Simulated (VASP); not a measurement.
Set up this calculation in VASP 6.6.1, as the native input.

| Property | Result |
| --- | --- |
| Task | single point |
| Functional | r2SCAN |
| Potentials or basis | VASP PAW PBE potentials, release 64 (Au) |
| Cutoff | 520 eV |
| k mesh | 20 × 20 × 20 |
| Occupations | gaussian, width 0.15 eV |
| Spin | no spin polarisation |
| Dipole correction | no |
| Further INCAR settings | ALGO = Normal; EDIFF = 1e-06; NBANDS = 12 |

Au:

```xyz
1
Lattice="0.0000 2.0455 2.1478 2.0455 0.0000 2.1478 2.0455 2.0455 0.0000" Properties=species:S:1:pos:R:3 pbc="T T T"
Au    0.0000    0.0000    0.0000
```

This cell differs from its parent crystal: strain +0.000 along x and y, +0.050 along z.

The input as run:

POSCAR

```
Au
1.0
    0.0000000000      2.0455000000      2.1477750000
    2.0455000000      0.0000000000      2.1477750000
    2.0455000000      2.0455000000      0.0000000000
Au
1
Direct
    0.0000000000      0.0000000000      0.0000000000
```

INCAR.step1

```
SYSTEM = Au
PREC     = Accurate       ! precision mode
ENCUT    = 520            ! plane-wave cutoff, eV
ISMEAR   = 0              ! smearing method
SIGMA    = 0.15           ! smearing width, eV
LREAL    = .FALSE.        ! projectors in reciprocal space
LASPH    = .TRUE.         ! aspherical terms in the spheres
NELM     = 100            ! most SCF steps
NBANDS   = 12             ! bands
GGA      = PE             ! functional
ALGO     = Normal         ! electronic algorithm
EDIFF    = 1E-4           ! SCF threshold, eV
LWAVE    = .TRUE.         ! write WAVECAR
LCHARG   = .FALSE.        ! write CHGCAR
```

INCAR.step2

```
SYSTEM = Au
PREC     = Accurate       ! precision mode
ENCUT    = 520            ! plane-wave cutoff, eV
EDIFF    = 1E-6           ! SCF threshold, eV
ISMEAR   = 0              ! smearing method
SIGMA    = 0.15           ! smearing width, eV
LREAL    = .FALSE.        ! projectors in reciprocal space
LASPH    = .TRUE.         ! aspherical terms in the spheres
NELM     = 100            ! most SCF steps
ALGO     = Normal         ! electronic algorithm
ISIF     = 2              ! what is computed and relaxed
LWAVE    = .FALSE.        ! write WAVECAR
LCHARG   = .FALSE.        ! write CHGCAR
METAGGA  = R2SCAN         ! meta-GGA
LMIXTAU  = .TRUE.       
NBANDS   = 12             ! bands
ISTART   = 1
```

KPOINTS

```
regular mesh
0
G
  20 20 20
  0 0 0
```

Potentials or basis: VASP PAW PBE potentials, release 64 (Au).

Command:

```sh
$ cat potpaw_PBE.64/Au/POTCAR > POTCAR
$ cp INCAR.step1 INCAR
$ mpirun -np 1 vasp_std > vasp.out
$ cp INCAR.step2 INCAR
$ mpirun -np 1 vasp_std > vasp.out
```

Results of the run:

```json
{"Pressure": "-3.2 GPa", "Band gap on the k mesh": "zero (an odd number of electrons rules out a gap without spin polarisation)"}
```

Caveat: the cell differs from its parent crystal (strain +0.000 along x and y, +0.050 along z); the cell stands under tension; the PAW data sets were made with another functional, which shifts forces and pressure a little; spin-orbit coupling is left out, which moves the levels of the heavy elements.

Run time: 2.3 min on 1 thread of Intel(R) Xeon(R) 6975P-C (Granite Rapids), on a shared host, peak memory 0.25 GiB.
